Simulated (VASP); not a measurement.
# V (Im-3m) in VASP: a series of runs, part 2 of 2

VASP 6.6.1. Earlier steps stand in the parts before.

## 3. Single point, PBE (volume scaled by 0.65)

Contents of INCAR:

```
ALGO     = Normal         # electronic algorithm
EDIFF    = 1E-6           # SCF threshold, eV
ENCUT    = 520            # plane-wave cutoff, eV
GGA      = PE             # functional
ISIF     = 2              # what is computed and relaxed
ISMEAR   = -1             # smearing method
LASPH    = True           # aspherical terms in the spheres
LCHARG   = True           # write CHGCAR
LELF     = True           # ELF
LREAL    = False          # projectors in reciprocal space
LVHAR    = True         
LWAVE    = False          # write WAVECAR
NBANDS   = 12             # bands
NELM     = 60             # most SCF steps
PREC     = Accurate       # precision mode
SIGMA    = 0.1            # smearing width, eV
```

Contents of KPOINTS:

```
k-points
0
Gamma
  18 18 18
```

Contents of POSCAR:

```
V
1.0
   -1.2986524498      1.2986524498      1.2986524498
    1.2986524498     -1.2986524498      1.2986524498
    1.2986524498      1.2986524498     -1.2986524498
V
1
Direct
    0.0000000000      0.0000000000      0.0000000000
```

Potentials or basis: VASP PAW PBE potentials, release 64 (V_sv).

Launch:

```sh
$ cat potpaw_PBE.64/V_sv/POTCAR > POTCAR
$ mpirun -np 1 vasp_std > vasp.out
```

OUTCAR:

```text
EDIFF = 1E-6
   ENCUT = 520
   GGA = PE
   ISIF = 2
   ISMEAR = -1
   LASPH = True
   LREAL = False
   NELM = 60
   PREC = Accurate

 ion  position               nearest neighbor table
   1  0.000  0.000  0.000-

  LATTYP: Found a body centered cubic cell.
 ALAT       =     2.5973048996

  Lattice vectors:

 A1 = (  -1.2986524498,   1.2986524498,   1.2986524498)
 A2 = (   1.2986524498,  -1.2986524498,   1.2986524498)
 A3 = (   1.2986524498,   1.2986524498,  -1.2986524498)

Analysis of symmetry for initial positions (statically):
=====================================================================
 Subroutine PRICEL returns:
 Original cell was already a primitive cell.

 Routine SETGRP: Setting up the symmetry group for a
 body centered cubic supercell.

 Subroutine GETGRP returns: Found 48 space group operations
 (whereof 48 operations were pure point group operations)
 out of a pool of 48 trial point group operations.

The static configuration has the point symmetry O_h .

Analysis of symmetry for dynamics (positions and initial velocities):
=====================================================================
 Subroutine PRICEL returns:
 Original cell was already a primitive cell.

 Routine SETGRP: Setting up the symmetry group for a
 body centered cubic supercell.

 Subroutine GETGRP returns: Found 48 space group operations
 (whereof 48 operations were pure point group operations)
 out of a pool of 48 trial point group operations.

The dynamic configuration has the point symmetry O_h .

 Subroutine INISYM returns: Found 48 space group operations
 (whereof 48 operations are pure point group operations),
 and found     1 'primitive' translations

----------------------------------------------------------------------------------------
[... 109 lines left out ...]
   IMIX   =      4    mixing-type and parameters
     AMIX     =   0.40;   BMIX     =  1.00
     AMIX_MAG =   1.60;   BMIX_MAG =  1.00
  volume/ion in A,a.u.               =       8.76        59.12
  Fermi-wavevector in a.u.,A,eV,Ry     =   1.867281  3.528649 47.439955  3.486738
  Thomas-Fermi vector in A             =   2.913793
   LORBIT       =      0    0 simple, 1 ext, 2 COOP (PROOUT), +10 PAW based schemes
   GGA     = PE    functional components
[... 5 lines left out ...]
 non-spin polarized calculation
  energy-cutoff  :      520.00
  volume of cell :        8.76
 maximum number of plane-waves:       246
 NGX is ok and might be reduce to    18
   NGX =  9   NGY =  9   NGZ =  9

 number of electron      12.9999997 magnetization

 Free energy of the ion-electron system (eV)
  ---------------------------------------------------
  ext. energy  EPLUGINS =         0.00000000
  ---------------------------------------------------
  free energy    TOTEN  =        -7.19389297 eV

  energy without entropy =       -7.15983582  energy(sigma->0) =       -7.17686440

 E-fermi :  16.2814     XC(G=0): -15.4218

 val. band max:       16.2390025182   @ k =  -0.2778   0.3333   0.0556
 cond. band min:      16.2969964826   @ k =  -0.4444   0.5000   0.1111
 fundamental gap:      0.0579939644
 Fermi energy:        16.2814447198

 k-point     1 :       0.0000    0.0000    0.0000
  band No.  band energies     occupation
      1     -47.5586      2.00000
      2     -19.3959      2.00000
      3     -19.3959      2.00000
      4     -19.3959      2.00000
      5       9.4104      2.00000
      6      16.4709      0.26151
      7      16.4709      0.26151
      8      16.4709      0.26150
      9      19.8384      0.00000
     10      19.8384      0.00000
     11      40.0221      0.00000
     12      40.0221      0.00000
[... 331 lines left out ...]
 k-point    24 :       0.3889    0.1111    0.0000
  band No.  band energies     occupation
      1     -46.5887      2.00000
      2     -22.3680      2.00000
      3     -20.4190      2.00000
      4     -19.5852      2.00000
      5      11.7273      2.00000
      6      13.9443      2.00000
      7      18.1978      0.00000
      8      19.8937      0.00000
      9      21.2170      0.00000
     10      24.2821      0.00000
     11      33.4874      0.00000
     12      35.8829      0.00000

 [... further k-points ...]

------------------------ aborting loop because EDIFF is reached ----------------------------------------

  FORCE on cell =-STRESS in cart. coord.  units (eV):
  Direction    XX          YY          ZZ          XY          YZ          ZX
  --------------------------------------------------------------------------------------
  -------------------------------------------------------------------------------------
  Total        9.3862538      9.3862538      9.3862538      0.0000000     -0.0000000      0.0000000
  in kB     1716.5800714   1716.5800714   1716.5800714      0.0000000     -0.0000000      0.0000000
  external PRESSURE =    1716.5800714 kB  Pullay stress =       0.0000000 kB

 VOLUME and BASIS-vectors are now :
 -----------------------------------------------------------------------------
  energy-cutoff  :      520.00
  volume of cell :        8.76
      direct lattice vectors                 reciprocal lattice vectors
    -1.298652450  1.298652450  1.298652450     0.000000000  0.385014482  0.385014482
     1.298652450 -1.298652450  1.298652450     0.385014482  0.000000000  0.385014482
     1.298652450  1.298652450 -1.298652450     0.385014482  0.385014482  0.000000000

 POSITION                                       TOTAL-FORCE (eV/Angst)
 -----------------------------------------------------------------------------------
      0.00000      0.00000      0.00000         0.000000      0.000000     -0.000000
 -----------------------------------------------------------------------------------
    total drift:                                0.000000     -0.000000      0.000000

  FREE ENERGIE OF THE ION-ELECTRON SYSTEM (eV)
  ---------------------------------------------------
  free  energy   TOTEN  =        -7.1938929729 eV

  energy  without entropy=       -7.1598358202  energy(sigma->0) =       -7.17686440
```

stdout:

```text
POSCAR found type information on POSCAR V
 POSCAR found :  1 types and       1 ions
 scaLAPACK will be used
 LDA part: xc-table for (Slater+PW92), standard interpolation
 POSCAR, INCAR and KPOINTS ok, starting setup
 FFT: planning ... GRIDC
 FFT: planning ... GRID_SOFT
 FFT: planning ... GRID
 WAVECAR not read
 entering main loop
```

Run time: 39 s. Hardware: 1 thread of AMD EPYC 7R13, shared host; peak memory 0.1 GiB.

Results:

| Item | Value |
| --- | --- |
| Free energy | -7.1939 eV |
| Pressure | 171.7 GPa |

## 4. Single point, PBE (volume scaled by 0.75)

Contents of INCAR:

```
PREC = Accurate ; ENCUT = 520
EDIFF = 1E-6 ; ISMEAR = -1
SIGMA = 0.1 ; LREAL = F
LASPH = T ; NELM = 80
ALGO = Normal ; ISIF = 2
LWAVE = F ; LCHARG = F
GGA = PE ; NBANDS = 12
```

Contents of KPOINTS:

```
Automatic mesh
0
Gamma
  18 18 18
```

Contents of POSCAR:

```
V
1.0
   -1.3620997338      1.3620997338      1.3620997338
    1.3620997338     -1.3620997338      1.3620997338
    1.3620997338      1.3620997338     -1.3620997338
V
1
Direct
    0.0000000000      0.0000000000      0.0000000000
```

Launch:

```sh
$ cat potpaw_PBE.64/V_sv/POTCAR > POTCAR
$ mpirun -np 1 vasp_std > vasp.out
```

Run time: 28 s. Hardware: 1 thread of AMD EPYC 7R13, shared host; peak memory 0.1 GiB.

It converged, with:

| Property | Result |
| --- | --- |
| Free energy | -8.2629 eV |
| Pressure | 89.7 GPa |

Levels at points of the mesh, in eV from the Fermi level:
| k point | band 2 | band 3 | band 4 | band 5 | band 6 | band 7 | band 8 | band 9 | band 10 | band 11 |
| --- | --- | --- | --- | --- | --- | --- | --- | --- | --- | --- |
| (0.00, 0.00, 0.00) | -36.14 | -36.14 | -36.14 | -6.96 | 0.36 | 0.36 | 0.36 | 3.21 | 3.21 | 22.71 |
| (0.50, 0.00, 0.00) | -38.27 | -36.76 | -36.17 | -4.35 | -1.91 | 3.11 | 3.33 | 3.83 | 5.86 | 14.33 |
| (0.50, 0.50, 0.50) | -37.53 | -37.53 | -37.53 | -4.67 | -4.67 | 5.25 | 5.25 | 5.25 | 13.38 | 13.38 |

## 5. Single point, PBE (volume scaled by 0.85)

Contents of INCAR:

```
PREC = Accurate
ENCUT = 520
EDIFF = 1E-7
ISMEAR = -1
SIGMA = 0.1
LREAL = False
LASPH = True
NELM = 80
ALGO = Normal
ISIF = 2
LWAVE = False
LCHARG = False
GGA = PE
NBANDS = 12
```

KPOINTS is that of step 4.

Contents of POSCAR:

```
V
1.0
   -1.4201300880      1.4201300880      1.4201300880
    1.4201300880     -1.4201300880      1.4201300880
    1.4201300880      1.4201300880     -1.4201300880
V
1
Direct
    0.0000000000      0.0000000000      0.0000000000
```

Launch:

```sh
$ cat potpaw_PBE.64/V_sv/POTCAR > POTCAR
$ mpirun -np 1 vasp_std > vasp.out
```

It took 37 s on 1 thread of AMD EPYC 7R13, shared host; peak memory 0.11 GiB.

Results (log left out):

```
Free energy : -8.7943 eV
Pressure    : 40.5 GPa
```

Levels at points of the mesh, in eV from the Fermi level:
```tsv
k point	band 4	band 5	band 6	band 7	band 8	band 9	band 10	band 11
(0.00, 0.00, 0.00)	-36.55	-6.88	0.41	0.41	0.41	2.86	2.86	21.74
(0.50, 0.00, 0.00)	-36.56	-3.79	-1.51	2.34	2.92	3.35	5.04	12.36
(0.50, 0.50, 0.50)	-37.53	-3.85	-3.85	4.54	4.54	4.54	11.86	11.86
```

## 6. Overview

| cell | gap on the mesh (eV) | pressure (GPa) |
| --- | --- | --- |
| a = 2.249 Å, angles 109.5°, 1 atom | none | 171.7 |
| a = 2.359 Å, angles 109.5°, 1 atom | none | 89.7 |
| a = 2.460 Å, angles 109.5°, 1 atom | none | 40.5 |

Alike in all rows: task single point; level PBE; potentials or basis VASP PAW PBE potentials, release 64 (V_sv); no spin polarisation; k mesh 18 × 18 × 18; cutoff (eV) 520; smearing fermi-dirac 0.1 eV.

Total energies depend on the potentials used, so only differences within one code and one set of settings carry meaning.
